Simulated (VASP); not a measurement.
CsSi2, 3 atoms in the cell. The structure is hexagonal, space group P-6m2 (No. 187). Conventional cell: a = 6.282 Å, b = 6.282 Å, c = 4.447 Å, α = 90.00°, β = 90.00°, γ = 120.00°. Cs (site symmetry -6m2) has 12 Si at 3.80 to 4.91 Å and 2 Cs at 4.45 Å within 5.0 Å. Si (site symmetry 3m) has 2 Si at 2.18 to 2.27 Å within 2.9 Å. The cell was built from a structure type or drawn by symmetry, and may not be a known phase.

| Property | Result |
| --- | --- |
| Program | VASP 6.6.1 |
| Task | relaxation of cell and atoms |
| Functional | PBE |
| Potentials or basis | VASP PAW PBE potentials, release 64 (Cs_sv, Si) |
| Cutoff | 600 eV |
| k mesh | 9 × 9 × 10 |
| Occupations | gaussian, width 0.1 eV |
| Spin | no spin polarisation |
| Dipole correction | no |
| Further INCAR settings | ALGO = Normal; EDIFF = 1e-06; IBRION = 2; EDIFFG = -0.01; NSW = 100; ISIF = 3 |

Potentials or basis: VASP PAW PBE potentials, release 64 (Cs_sv, Si).

Command:

```bash
$ cat potpaw_PBE.64/Cs_sv/POTCAR potpaw_PBE.64/Si/POTCAR > POTCAR
$ mpirun -np 1 vasp_std > vasp.out
```

Hardware: 1 thread of Intel(R) Xeon(R) 6975P-C (Granite Rapids) (shared host).

**Question.** Estimate the wall time of this run.

**Answer.** It took 4.4 min on 1 thread of Intel(R) Xeon(R) 6975P-C (Granite Rapids) (shared host), peak memory 0.42 GiB. Counts: scf iterations 60, k points 72, ion steps 8.
